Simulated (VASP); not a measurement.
Here is a VASP 6.6.1 calculation.

File POSCAR:

```
Ge
1.0
    0.0000000000      2.8374270000      2.8374270000
    2.8374270000      0.0000000000      2.8374270000
    2.8374270000      2.8374270000      0.0000000000
Ge
2
Direct
    0.5000000000      0.5000000000      0.5000000000
    0.7500000000      0.7500000000      0.7500000000
```

INCAR.step1

```
SYSTEM = Ge
PREC = Accurate ; ENCUT = 520
ISMEAR = -1 ; SIGMA = 0.1
LREAL = .FALSE. ; LASPH = .TRUE.
NELM = 60 ; NBANDS = 21
GGA = PE ; ALGO = Normal
EDIFF = 1E-4 ; LWAVE = .TRUE.
LCHARG = .FALSE.
```

Contents of INCAR.step2:

```
SYSTEM = Ge
PREC = Accurate ; ENCUT = 520
EDIFF = 1E-7 ; ISMEAR = -1
SIGMA = 0.1 ; LREAL = .FALSE.
LASPH = .TRUE. ; NELM = 60
ALGO = Normal ; ISIF = 2
LWAVE = .FALSE. ; LCHARG = .FALSE.
METAGGA = R2SCAN ; LMIXTAU = .TRUE.
NBANDS = 21 ; ISTART = 1
```

KPOINTS

```
regular mesh
0
G
  7 7 7
  0 0 0
```

Potentials or basis: VASP PAW PBE potentials, release 64 (Ge_d).

Run with:

```console
$ cat potpaw_PBE.64/Ge_d/POTCAR > POTCAR
$ cp INCAR.step1 INCAR
$ mpirun -np 1 vasp_std > vasp.out
$ cp INCAR.step2 INCAR
$ mpirun -np 1 vasp_std > vasp.out
```

Q: What does it give for the pressure?

A: 0.0 GPa.

Q: Estimate the band gap on the k mesh.

A: 0.32 eV, direct.

Caveat: the PAW data sets were made with another functional, which shifts forces and pressure a little. A k mesh can miss the band edges.
